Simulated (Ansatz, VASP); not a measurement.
# Two plane-wave programs on SrO

Contents of INCAR:

```
SYSTEM = SrO
ALGO = Normal ; EDIFF = 1E-7
ENCUT = 520 ; ISIF = 2
ISMEAR = 0 ; LASPH = .TRUE.
LCHARG = .FALSE. ; LREAL = .FALSE.
LWAVE = .FALSE. ; NBANDS = 24
NELM = 60 ; PREC = Accurate
SIGMA = 0.05
```

Contents of KPOINTS:

```
k-points
0
G
  9 9 8
  0 0 0
```

File POSCAR:

```
SrO
1.0
    0.0000000000     -2.5321850030     -2.5321850030
   -2.5321850030      0.0000000000     -2.5321850030
    2.5321850030      2.5321850030     -5.0643700061
Sr O
2 2
Direct
    0.0008166432     -0.0024499297      0.0008166432
    0.5008166432      0.4975500703      0.5008166432
    0.7256757956      0.7890123266      0.7455270086
    0.2653793603      0.2378222056      0.2455281473
```

Input for Ansatz:

```yaml
crystal:
  lattice:
    - [0.0, -2.532185003, -2.532185003]
    - [-2.532185003, 0.0, -2.532185003]
    - [2.532185003, 2.532185003, -5.0643700061]
  atoms:
    - { symbol: Sr, position: [0.0008166432, -0.0024499297, 0.0008166432] }
    - { symbol: Sr, position: [0.5008166432, 0.4975500703, 0.5008166432] }
    - { symbol: O, position: [0.7256757956, 0.7890123266, 0.7455270086] }
    - { symbol: O, position: [0.2653793603, 0.2378222056, 0.2455281473] }
basis:
  ecutwfc: 520.0
kpoints:
  mp_grid: { grid: [9, 9, 8] }
hamiltonian:
  xc: lda
  pseudopotentials: { kind: paw }
scf:
  occupations: { method: gaussian, width: 0.05 }
output:
  forces: true
  stress: true
  eigenvalues: true
```

Change from the starting cell: mode 6 frozen in at -0.045 Å and mode 10 at -0.083 Å (largest displacements).

Alike in both runs: task single point; functional LDA; k mesh 9 × 9 × 8; occupations gaussian, width 0.05 eV; no spin polarisation.

|  | VASP | Ansatz |
| --- | --- | --- |
| version | VASP 6.6.1 | Ansatz 0.2.0 |
| potentials or method | VASP PAW LDA potentials, release 64 (Sr_sv, O), cutoff 520 eV | scalar-relativistic, plane waves, PAW |
| valence electrons in the cell | 32 | 32 |

Ansatz gave:

```
gap on the k mesh at the Fermi level (eV)                     : 3.18
least direct gap on the mesh (eV)                             : 3.24
pressure (GPa)                                                : 0.4
traceless stress, the component that is largest in VASP (GPa) : 0.53
rms of the force components (eV/Å)                            : 0.188
```

What did VASP give for the same quantities?

gap on the k mesh at the Fermi level (eV): 3.12; least direct gap on the mesh (eV): 3.18; pressure (GPa): 1.2; traceless stress, the component that is largest in VASP (GPa): 0.56; rms of the force components (eV/Å): 0.199.

LDA's correlation is that of Perdew and Zunger in VASP and of Perdew and Wang (1992) in Ansatz. Atom by atom the forces differ by 0.011 eV/Å (rms over components).
